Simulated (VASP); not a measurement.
Here is a VASP 6.6.1 calculation.

Contents of INCAR:

```
ALGO = Fast ; EDIFF = 1E-6
ENCUT = 520 ; GGA = PE
ISIF = 2 ; ISMEAR = 0
LASPH = T ; LCHARG = T
LELF = T ; LREAL = F
LVHAR = T ; LWAVE = F
NBANDS = 13 ; NELM = 80
PREC = Accurate ; SIGMA = 0.15
```

Contents of KPOINTS:

```
k-points
0
Gamma
  22 22 22
```

Contents of POSCAR:

```
Ru
1.0
    0.0000000000      2.2620760346      1.4232982410
    2.2620760346      0.0000000000      1.4232982410
    2.2620760346      2.2620760346      0.0000000000
Ru
1
Direct
    0.0000000000      0.0000000000      0.0000000000
```

Potentials or basis: VASP PAW PBE potentials, release 64 (Ru_pv).

Launch:

```console
$ cat potpaw_PBE.64/Ru_pv/POTCAR > POTCAR
$ mpirun -np 1 vasp_std > vasp.out
```

Question: Predict the band gap on the k mesh.

Answer: Zero (band 7 reaches 13.37 eV, above the bottom of band 8 at 10.03 eV).

Question: Predict the pressure.

Answer: -6.4 GPa.

Stress tensor (GPa, compression positive):
```
 -3.32   0.00   0.00
  0.00  -3.32   0.00
  0.00   0.00 -12.51
```
